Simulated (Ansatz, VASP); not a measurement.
## One calculation of Al3GaN4, two programs

```
Al Ga N
1.0
     5.16403    0.00000    0.00006
     0.00000    3.20307    0.00000
    -0.00337    0.00000    5.41039
Al Ga N
3 1 4
Direct
  0.50022 0.50000 0.16726
  0.00067 0.50000 0.83490
  0.00100 0.00000 0.33164
  0.49949 0.00000 0.66620
  0.11071 0.00000 0.66632
  0.12268 0.50000 0.16713
  0.62541 0.50000 0.84068
  0.62341 0.00000 0.32586
```

Change from the starting cell: strain +0.025 along x and y, +0.000 along z, atoms carried along.

Alike in both runs: task single point; functional r2SCAN; k mesh 6 × 8 × 4; occupations gaussian, width 0.05 eV; no spin polarisation.

```csv
,VASP,Ansatz
version,VASP 6.6.1,Ansatz 0.2.0
potentials or method,"VASP PAW PBE potentials, release 64 (Al, Ga_d, N), cutoff 520 eV","scalar-relativistic, plane waves, PAW"
valence electrons in the cell,42,42
```

|  | VASP | Ansatz | Ansatz less VASP |
| --- | --- | --- | --- |
| gap on the k mesh at the Fermi level (eV) | 3.75 | 3.73 | -0.018 |
| least direct gap on the mesh (eV) | 3.75 | 3.73 | -0.018 |
| pressure (GPa) | -9.2 | -9.1 | +0.04 |
| traceless stress, the component that is largest in VASP (GPa) | 5.42 | 5.35 | -0.065 |
| rms of the force components (eV/Å) | 0.134 | 0.129 | -0.0052 |

VASP's potentials were made for PBE, not for r2SCAN. Atom by atom the forces differ by 0.026 eV/Å (rms over components).
